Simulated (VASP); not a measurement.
# NaF (I4/mmm) in VASP: a series of runs

NaF is run at these levels: PBEsol; tasks: single point.

All numbers are computed with VASP 6.6.1; they aren't measurements. Logs are shortened: lines on timing, memory, paths and dates and some standing lists are left out, and cuts for length are marked.

## Step 1: The cell of the first run

The structure is tetragonal, space group I4/mmm (No. 139). The conventional cell has a = 3.307 Å, b = 3.307 Å, c = 4.602 Å, α = 90.00°, β = 90.00°, γ = 90.00°. Na (site symmetry 4/mmm) has 6 F at 2.30 to 2.34 Å within 3.0 Å. Within 3.0 Å of F (site symmetry 4/mmm) lie 6 Na at 2.30 to 2.34 Å.

## Step 2: Single point, PBEsol (in-plane strain +0.01)

INCAR

```
SYSTEM = NaF
PREC     = Accurate       ! precision mode
ENCUT    = 520            ! plane-wave cutoff, eV
EDIFF    = 1E-6           ! SCF threshold, eV
ISMEAR   = 0              ! smearing method
SIGMA    = 0.01           ! smearing width, eV
LREAL    = .FALSE.        ! projectors in reciprocal space
LASPH    = .TRUE.         ! aspherical terms in the spheres
NELM     = 100            ! most SCF steps
ALGO     = Normal         ! electronic algorithm
ISIF     = 2              ! what is computed and relaxed
LWAVE    = .FALSE.        ! write WAVECAR
LCHARG   = .FALSE.        ! write CHGCAR
GGA      = PS             ! functional
NBANDS   = 14             ! bands
```

KPOINTS

```
regular mesh
0
G
  8 8 8
  0 0 0
```

POSCAR

```
NaF
1.0
    2.3382471111      2.3382471111      0.0000000000
   -2.3382471111      2.3382471111      0.0000000000
    0.0000000000      2.3382471111      2.3012055727
Na F
1 1
Direct
    0.0000000000      0.0000000000      0.0000000000
    0.5000000000      0.5000000000      0.0000000000
```

Potentials or basis: VASP PAW PBE potentials, release 64 (Na_pv, F).

The run is started by

```bash
> cat potpaw_PBE.64/Na_pv/POTCAR potpaw_PBE.64/F/POTCAR > POTCAR
> mpirun -np 1 vasp_std > vasp.out
```

OUTCAR:

```text
SYSTEM = NaF
   PREC = Accurate
   ENCUT = 520
   EDIFF = 1E-6
   ISMEAR = 0
   LREAL = .FALSE.
   LASPH = .TRUE.
   NELM = 100
   ISIF = 2
   GGA = PS

 ion  position               nearest neighbor table
   1  0.000  0.000  0.000-   2 2.30   2 2.30   2 2.34   2 2.34   2 2.34   2 2.34
   2  0.500  0.500  0.000-   1 2.30   1 2.30   1 2.34   1 2.34   1 2.34   1 2.34

  LATTYP: Found a body centered tetragonal cell.
 ALAT       =     3.3067807767
 C/A-ratio  =     1.3918101792

  Lattice vectors:

 A1 = (   2.3382471111,   0.0000000000,  -2.3012055727)
 A2 = (  -2.3382471111,   0.0000000000,  -2.3012055727)
 A3 = (   0.0000000000,   2.3382471111,   2.3012055727)

Analysis of symmetry for initial positions (statically):
=====================================================================
 Subroutine PRICEL returns:
 Original cell was already a primitive cell.

 Routine SETGRP: Setting up the symmetry group for a
 body centered tetragonal supercell.

 Subroutine GETGRP returns: Found 16 space group operations
 (whereof 16 operations were pure point group operations)
 out of a pool of 16 trial point group operations.

The static configuration has the point symmetry D_4h.

Analysis of symmetry for dynamics (positions and initial velocities):
=====================================================================
 Subroutine PRICEL returns:
 Original cell was already a primitive cell.

 Routine SETGRP: Setting up the symmetry group for a
 body centered tetragonal supercell.

 Subroutine GETGRP returns: Found 16 space group operations
 (whereof 16 operations were pure point group operations)
 out of a pool of 16 trial point group operations.

The dynamic configuration has the point symmetry D_4h.

 Subroutine INISYM returns: Found 16 space group operations
 (whereof 16 operations are pure point group operations),
 and found     1 'primitive' translations

----------------------------------------------------------------------------------------

                                     Primitive cell

  volume of cell :      25.1632

  direct lattice vectors                    reciprocal lattice vectors
     2.338247111  2.338247111  0.000000000     0.213835397  0.213835397 -0.217277416
    -2.338247111  2.338247111  0.000000000    -0.213835397  0.213835397 -0.217277416
     0.000000000  2.338247111  2.301205573     0.000000000  0.000000000  0.434554832

  length of vectors
     3.306780777  3.306780777  3.280693012     0.372371628  0.372371628  0.434554832

  position of ions in fractional coordinates (direct lattice)
     0.000000000  0.000000000  0.000000000
     0.500000000  0.500000000  0.000000000

  ion indices of the primitive-cell ions
   primitive index   ion index
                 1           1
                 2           2

----------------------------------------------------------------------------------------

 KPOINTS: regular mesh

Automatic generation of k-mesh.
 Grid dimensions read from file:
 generate k-points for:    8    8    8

 Generating k-lattice:

  Cartesian coordinates                     Fractional coordinates (reciprocal lattice)
     0.026729425  0.026729425 -0.027159677     0.125000000  0.000000000 -0.000000000
    -0.026729425  0.026729425 -0.027159677     0.000000000  0.125000000 -0.000000000
     0.000000000  0.000000000  0.054319354     0.000000000  0.000000000  0.125000000

  Length of vectors
     0.046546454  0.046546454  0.054319354

  Shift w.r.t. Gamma in fractional coordinates (k-lattice)
     0.000000000  0.000000000  0.000000000

 Subroutine IBZKPT returns following result:
 ===========================================

 Found     59 irreducible k-points:

 Following reciprocal coordinates:
            Coordinates               Weight
  0.000000  0.000000  0.000000      1.000000
  0.125000  0.000000  0.000000      8.000000
  0.250000  0.000000  0.000000      8.000000
  0.375000  0.000000  0.000000      8.000000
  0.500000  0.000000  0.000000      4.000000
  0.125000  0.125000  0.000000      8.000000
[... 16 lines left out ...]
  0.250000  0.000000  0.125000      4.000000
  0.375000  0.000000  0.125000      8.000000
 [... further k-points ...]
   k-points           NKPTS =     59   k-points in BZ     NKDIM =     59   number of bands    NBANDS=     14
   number of dos      NEDOS =    301   number of ions     NIONS =      2
   total plane-waves  NPLWV =  18816
   dimension x,y,z NGX =    28 NGY =   28 NGZ =   24
   dimension x,y,z NGXF=    56 NGYF=   56 NGZF=   48
   ions per type =               1   1
   NGX,Y,Z   is equivalent  to a cutoff of  14.08, 14.08, 12.16 a.u.
   NGXF,Y,Z  is equivalent  to a cutoff of  28.15, 28.15, 24.32 a.u.
 SYSTEM =  NaF
   PREC   = accura    normal or accurate (medium, high low for compatibility)
   ISTART =      0    job   : 0-new  1-cont  2-samecut
   ICHARG =      2    charge: 1-file 2-atom 10-const
   ISPIN  =      1    spin polarized calculation?
   LNONCOLLINEAR =      F non collinear calculations
   LSORBIT =      F    spin-orbit coupling
   LASPH  =      T    aspherical Exc in radial PAW
   ENCUT  =  520.0 eV  38.22 Ry    6.18 a.u.   6.15  6.15  6.10*2*pi/ulx,y,z
   NELM   =    100;   NELMIN=  2; NELMDL= -5     # of ELM steps
   EDIFF  = 0.1E-05   stopping-criterion for ELM
   LREAL  =      F    real-space projection
   EDIFFG = 0.1E-04   stopping-criterion for IOM
   NSW    =      0    number of steps for IOM
   IBRION =     -1    ionic relax: 0-MD 1-quasi-New 2-CG
   NFREE  =      0    steps in history (QN), initial steepest desc. (CG)
   ISIF   =      2    stress and relaxation
   ISYM   =      2    0-nonsym 1-usesym 2-fastsym
   POTIM  = 0.5000    time-step for ionic-motion
   TEBEG  =    0.0;   TEEND  =   0.0 temperature during run
   PSTRESS=    0.0 pullay stress
   NELECT =      14.0000    total number of electrons
   NUPDOWN=      -1.0000    fix difference up-down
   EMIN   =  10.00;   EMAX   =-10.00  energy-range for DOS
   EFERMI =   0.00;   METHOD = LEGACY
   ISMEAR =     0;   SIGMA  =   0.01  broadening in eV -4-tet -1-fermi 0-gaus
   EFERMI_NEDOS =   21; number of points for ismear=-14 and -15
   IALGO  =     38    algorithm
   IMIX   =      4    mixing-type and parameters
     AMIX     =   0.40;   BMIX     =  1.00
     AMIX_MAG =   1.60;   BMIX_MAG =  1.00
  volume/ion in A,a.u.               =      12.58        84.90
  Fermi-wavevector in a.u.,A,eV,Ry     =   1.346466  2.544452 24.666969  1.812971
  Thomas-Fermi vector in A             =   2.474296
   LORBIT       =      0    0 simple, 1 ext, 2 COOP (PROOUT), +10 PAW based schemes
   GGA     = PS    functional components
   LHFCALC =     F    Hartree Fock is set to
   AEXX    =    0.0000 exact exchange contribution
   IVDW    =     0    specifies the selected vdW correction
   LEPSILON=     F    determine dielectric tensor
   LRPA    =     F    only Hartree local field effects (RPA)
 non-spin polarized calculation
 Gauss-broadening in eV      SIGMA  =   0.01
  energy-cutoff  :      520.00
  volume of cell :       25.16
 maximum number of plane-waves:       692
 NGX is ok and might be reduce to    28
   NGX = 13   NGY = 13   NGZ = 13

 number of electron      13.9999999 magnetization

 Free energy of the ion-electron system (eV)
  ---------------------------------------------------
  ext. energy  EPLUGINS =         0.00000000
  ---------------------------------------------------
  free energy    TOTEN  =        -8.76747925 eV

  energy without entropy =       -8.76747925  energy(sigma->0) =       -8.76747925

 E-fermi :  -2.1650     XC(G=0):  -9.2767

 val. band max:       -2.2239672891   @ k =   0.0000   0.0000   0.0000
 cond. band min:       3.8770243302   @ k =   0.0000   0.0000   0.0000
 fundamental gap:      6.1009916193
 Fermi energy:        -2.1650199333

 k-point     1 :       0.0000    0.0000    0.0000
  band No.  band energies     occupation
      1     -21.2623      2.00000
      2     -21.0291      2.00000
      3     -21.0291      2.00000
      4     -21.0241      2.00000
      5      -2.2254      2.00000
      6      -2.2240      2.00000
      7      -2.2240      2.00000
      8       3.8770      0.00000
      9      16.5030      0.00000
     10      16.5030      0.00000
     11      16.6175      0.00000
     12      19.2007      0.00000
     13      21.3439      0.00000
     14      21.8049      0.00000

 k-point     2 :       0.1250    0.0000    0.0000
  band No.  band energies     occupation
      1     -21.4601      2.00000
      2     -21.0312      2.00000
      3     -21.0275      2.00000
      4     -20.8095      2.00000
      5      -2.5230      2.00000
      6      -2.2628      2.00000
      7      -2.2617      2.00000
      8       4.4232      0.00000
      9      14.7668      0.00000
     10      16.7288      0.00000
     11      16.8198      0.00000
     12      20.7808      0.00000
     13      21.1077      0.00000
     14      21.2034      0.00000

 k-point     3 :       0.2500    0.0000    0.0000
  band No.  band energies     occupation
      1     -21.6843      2.00000
      2     -21.0362      2.00000
      3     -21.0311      2.00000
      4     -20.5356      2.00000
      5      -3.1268      2.00000
      6      -2.3551      2.00000
      7      -2.3494      2.00000
      8       5.7355      0.00000
      9      12.6719      0.00000
     10      17.2070      0.00000
     11      17.3630      0.00000
     12      20.1510      0.00000
     13      20.4728      0.00000
     14      21.8289      0.00000
[... 324 lines left out ...]
 k-point    23 :       0.2500    0.0000    0.1250
  band No.  band energies     occupation
      1     -21.5764      2.00000
      2     -21.0404      2.00000
      3     -21.0307      2.00000
      4     -20.6615      2.00000
      5      -2.8456      2.00000
      6      -2.3682      2.00000
      7      -2.3069      2.00000
      8       5.2032      0.00000
      9      13.5685      0.00000
     10      16.5098      0.00000
     11      17.3549      0.00000
     12      19.5325      0.00000
     13      21.0803      0.00000
     14      22.6952      0.00000

 k-point    24 :       0.3750    0.0000    0.1250
  band No.  band energies     occupation
      1     -21.7136      2.00000
      2     -21.0525      2.00000
      3     -21.0357      2.00000
      4     -20.4743      2.00000
      5      -3.3065      2.00000
      6      -2.5090      2.00000
      7      -2.3974      2.00000
      8       6.5794      0.00000
      9      12.0676      0.00000
     10      16.1911      0.00000
     11      18.0322      0.00000
     12      19.0449      0.00000
     13      20.4635      0.00000
     14      23.1922      0.00000

 [... further k-points ...]

------------------------ aborting loop because EDIFF is reached ----------------------------------------

  FORCE on cell =-STRESS in cart. coord.  units (eV):
  Direction    XX          YY          ZZ          XY          YZ          ZX
  --------------------------------------------------------------------------------------
  -------------------------------------------------------------------------------------
  Total       -0.1834250     -0.1834250      0.0137552      0.0000000      0.0000000      0.0000000
  in kB      -11.6789285    -11.6789285      0.8758103      0.0000000      0.0000000      0.0000000
  external PRESSURE =      -7.4940156 kB  Pullay stress =       0.0000000 kB

 VOLUME and BASIS-vectors are now :
 -----------------------------------------------------------------------------
  energy-cutoff  :      520.00
  volume of cell :       25.16
      direct lattice vectors                 reciprocal lattice vectors
     2.338247111  2.338247111  0.000000000     0.213835397  0.213835397 -0.217277416
    -2.338247111  2.338247111  0.000000000    -0.213835397  0.213835397 -0.217277416
     0.000000000  2.338247111  2.301205573     0.000000000  0.000000000  0.434554832

 POSITION                                       TOTAL-FORCE (eV/Angst)
 -----------------------------------------------------------------------------------
      0.00000      0.00000      0.00000        -0.000000     -0.000000      0.000000
      0.00000      2.33825      0.00000         0.000000      0.000000      0.000000
 -----------------------------------------------------------------------------------
    total drift:                               -0.000000      0.000000      0.000000

  FREE ENERGIE OF THE ION-ELECTRON SYSTEM (eV)
  ---------------------------------------------------
  free  energy   TOTEN  =        -8.7674792485 eV

  energy  without entropy=       -8.7674792485  energy(sigma->0) =       -8.76747925
```

Run time: 23 s. Hardware: 1 thread of Intel Xeon 8259CL, shared host; peak memory 0.15 GiB.

Results:

| Item | Value |
| --- | --- |
| Free energy | -8.7675 eV |
| Pressure | -0.7 GPa |
| Band gap on the k mesh | 6.10 eV |

Caveat: the cell differs from its parent crystal (in-plane strain +0.01); the PAW data sets were made with another functional, which shifts forces and pressure a little.

## Step 3: Single point, PBEsol (in-plane strain +0.01, then relaxed in part)

INCAR

```
PREC = Accurate ; ENCUT = 520
EDIFF = 1E-6 ; ISMEAR = 0
SIGMA = 0.01 ; LREAL = F
LASPH = T ; NELM = 100
ALGO = Normal ; ISIF = 2
LWAVE = F ; LCHARG = F
GGA = PS ; NBANDS = 14
```

KPOINTS

```
regular mesh
0
Gamma
  8 8 8
```

Edit POSCAR of step 2 so:

```diff
@@ -4,3 +4,3 @@
    -2.3382471111      2.3382471111      0.0000000000
-    0.0000000000      2.3382471111      2.3012055727
+    0.0000000000      2.3382471111      2.3040132455
 Na F
```

Potentials or basis: VASP PAW PBE potentials, release 64 (Na_pv, F).

The run is started by

```bash
> cat potpaw_PBE.64/Na_pv/POTCAR potpaw_PBE.64/F/POTCAR > POTCAR
> mpirun -np 1 vasp_std > vasp.out
```

OUTCAR:

```text
PREC = Accurate
   ENCUT = 520
   EDIFF = 1E-6
   ISMEAR = 0
   LREAL = F
   LASPH = T
   NELM = 100
   ISIF = 2
   GGA = PS

 ion  position               nearest neighbor table
   1  0.000  0.000  0.000-   2 2.30   2 2.30   2 2.34   2 2.34   2 2.34   2 2.34
   2  0.500  0.500  0.000-   1 2.30   1 2.30   1 2.34   1 2.34   1 2.34   1 2.34

  LATTYP: Found a body centered tetragonal cell.
 ALAT       =     3.3067807767
 C/A-ratio  =     1.3935083098

  Lattice vectors:

[... 595 lines left out ...]

------------------------ aborting loop because EDIFF is reached ----------------------------------------

  FORCE on cell =-STRESS in cart. coord.  units (eV):
  Direction    XX          YY          ZZ          XY          YZ          ZX
  --------------------------------------------------------------------------------------
  -------------------------------------------------------------------------------------
  Total       -0.1874873     -0.1874873     -0.0071161      0.0000000      0.0000000      0.0000000
  in kB      -11.9230334    -11.9230334     -0.4525401      0.0000000      0.0000000      0.0000000
  external PRESSURE =      -8.0995356 kB  Pullay stress =       0.0000000 kB

 VOLUME and BASIS-vectors are now :
 -----------------------------------------------------------------------------
  energy-cutoff  :      520.00
  volume of cell :       25.19
      direct lattice vectors                 reciprocal lattice vectors
     2.338247111  2.338247111  0.000000000     0.213835397  0.213835397 -0.217012641
    -2.338247111  2.338247111  0.000000000    -0.213835397  0.213835397 -0.217012641
     0.000000000  2.338247111  2.304013246     0.000000000  0.000000000  0.434025283

 POSITION                                       TOTAL-FORCE (eV/Angst)
 -----------------------------------------------------------------------------------
      0.00000      0.00000      0.00000         0.000000      0.000000      0.000000
      0.00000      2.33825      0.00000        -0.000000     -0.000000      0.000000
 -----------------------------------------------------------------------------------
    total drift:                               -0.000000      0.000000      0.000000

  FREE ENERGIE OF THE ION-ELECTRON SYSTEM (eV)
  ---------------------------------------------------
  free  energy   TOTEN  =        -8.7675328334 eV

  energy  without entropy=       -8.7675328334  energy(sigma->0) =       -8.76753283
```

It took 28 s on 1 thread of Intel Xeon 8259CL, shared host; peak memory 0.15 GiB.

Results:

```yaml
Free_energy: -8.7675 eV
Pressure: -0.8 GPa
Band_gap_on_the_k_mesh: 6.09 eV
```

Stress tensor (GPa, compression positive):
```
-1.19  0.00  0.00
 0.00 -1.19  0.00
 0.00  0.00 -0.05
```

Levels at points of the mesh, in eV from the valence-band top:
| k point | band 5 | band 6 | band 7 | band 8 | band 9 | band 10 |
| --- | --- | --- | --- | --- | --- | --- |
| (0.00, 0.00, 0.00) | 0.00 | 0.00 | 0.00 | 6.09 | 18.72 | 18.72 |
| (0.50, 0.00, 0.00) | -1.59 | -0.26 | -0.25 | 10.53 | 12.23 | 19.71 |
| (0.50, 0.50, 0.00) | -1.29 | -0.41 | -0.39 | 12.81 | 13.10 | 13.39 |
| (0.00, 0.00, 0.50) | -1.26 | -0.42 | -0.42 | 12.96 | 13.01 | 13.45 |

Caveat: the cell differs from its parent crystal (in-plane strain +0.01, then relaxed in part); the PAW data sets were made with another functional, which shifts forces and pressure a little.
